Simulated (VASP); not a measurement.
Wanted: the native input for a VASP 6.6.1 run.

```
Task                   : single point
Functional             : PBE
Potentials or basis    : VASP PAW PBE potentials, release 64 (Al, Ru_pv)
Cutoff                 : 520 eV
k mesh                 : 14 × 14 × 8
Occupations            : gaussian, width 0.15 eV
Spin                   : no spin polarisation
Dipole correction      : no
Further INCAR settings : ALGO = Fast; EDIFF = 1e-06; NBANDS = 25
```

The structure of AlRu lies in POSCAR:

```
AlRu
1.0
    3.0038895946      0.0000000000      0.0000000000
    0.0000000000      3.0038895946      0.0000000000
    0.0000000000      0.0000000000      6.0077791893
Al Ru
2 2
Direct
    0.0000000000      0.0000000000     -0.0124838143
    0.0000000000      0.0000000000      0.5124838143
    0.5000000000      0.5000000000      0.2500000000
    0.5000000000      0.5000000000      0.7500000000
```

This cell differs from its parent crystal: atoms displaced along a vibrational mode.

These files were run (other wordings do the same):

INCAR

```
SYSTEM = AlRu
PREC = Accurate
ENCUT = 520
EDIFF = 1E-6
ISMEAR = 0
SIGMA = 0.15
LREAL = .False.
LASPH = .True.
NELM = 80
ALGO = Fast
ISIF = 2
LWAVE = .False.
LCHARG = .False.
GGA = PE
NBANDS = 25
```

KPOINTS

```
regular mesh
0
Gamma
  14 14 8
  0 0 0
```

Potentials or basis: VASP PAW PBE potentials, release 64 (Al, Ru_pv).

Command:

```console
$ cat potpaw_PBE.64/Al/POTCAR potpaw_PBE.64/Ru_pv/POTCAR > POTCAR
$ mpirun -np 1 vasp_std > vasp.out
```

Results of the run:

```yaml
Pressure: 0.6 GPa
Largest_force: 0.818 eV/Å
Band_gap_on_the_k_mesh: zero (bands 17 and 18 overlap by 2.60 eV)
```

Caveat: the cell differs from its parent crystal (atoms displaced along a vibrational mode).

It took 110 s on 1 thread of AMD EPYC 9R45 96-Core Processor (Zen 5), on a shared host, peak memory 0.29 GiB.
